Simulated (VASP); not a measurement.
## AgH16O8F: single point with PBE

AgH16O8F:

```
O H Ag F
1.0
     6.57314    0.00000    0.00000
     0.00000    6.57314    0.00000
     0.00000    0.00000    6.57314
O H Ag F
8 16 1 1
Cartesian
  6.0705 4.5220 3.5225
  1.7694 3.2300 4.6249
  3.2516 4.7568 7.2544
  1.0398 0.1175 4.0611
  5.2039 3.0159 0.9393
  3.7896 -0.6840 4.4809
  5.9558 1.7511 5.4051
  4.7572 7.2345 2.2827
  5.2286 4.7725 3.8918
  5.9475 3.9959 2.7270
  0.8365 3.4118 4.4906
  2.2610 3.0188 3.8677
  3.9696 4.0481 7.1310
  3.0788 5.3723 6.5741
  1.1858 0.6388 3.1676
  0.6495 -0.7090 3.8247
  4.9162 2.2362 1.4387
  5.5997 2.5728 0.0947
  4.0258 0.1419 4.0353
  2.7474 -0.5646 4.5221
  5.2141 1.2125 5.0366
  6.7319 1.2957 5.0652
  3.8076 7.0139 2.0020
  5.3400 6.4100 2.0573
  1.9774 2.9637 0.9800
  1.4672 1.1175 1.8496
```

```json
{
  "Program": "VASP 6.6.1",
  "Task": "single point",
  "Functional": "PBE",
  "Potentials or basis": "VASP PAW PBE potentials, release 64 (O, H, Ag, F)",
  "Cutoff": "520 eV",
  "k mesh": "1 × 1 × 1",
  "Occupations": "fermi-dirac, width 0.05 eV",
  "Spin": "no spin polarisation"
}
```

```
Pressure      : 0.8 GPa
Largest force : 3.478 eV/Å
```

Forces in eV/Å, atoms in the order of the input:
```
O    1.602 -0.006  0.033
O    0.114  0.376  3.456
O   -0.240 -1.896  2.509
O    1.426  2.082  0.216
O    0.313  0.698 -0.961
O   -2.274 -0.031  0.928
O   -1.790  0.268  0.053
O   -0.422 -1.641 -0.782
H   -1.574  0.309  0.427
H   -0.406 -0.458 -0.709
H   -0.686  0.144 -0.916
H    0.738 -0.496 -2.353
H    0.515  0.793 -0.322
H    0.037  0.901 -2.070
H   -0.040 -0.661  0.668
H   -1.003 -1.614 -0.517
H    0.035 -0.805  0.626
H   -0.242  0.284  0.514
H    0.338  0.199 -0.616
H    1.615 -0.271 -0.380
H    0.490  0.461  0.456
H    1.277 -0.893 -0.551
H    1.461 -0.082  0.269
H   -1.471  1.846  0.464
Ag  -0.142  0.113  0.007
F    0.328  0.378 -0.449
```

Stress tensor (GPa, compression positive):
```
-0.60  1.27 -0.86
 1.27  0.92 -0.57
-0.86 -0.57  2.19
```

Levels at points of the mesh, in eV from the Fermi level:
```tsv
k point	band 37	band 38	band 39	band 40	band 41	band 42	band 43	band 44	band 45	band 46
(0.00, 0.00, 0.00)	-1.83	-1.79	-1.69	-1.57	-1.28	2.14	4.78	5.57	5.83	6.01
```

It took 19 s on 1 thread of Intel(R) Xeon(R) 6975P-C (Granite Rapids) (shared host), peak memory 0.33 GiB.

Caveat: the k points lie up to 0.96 Å⁻¹ apart.
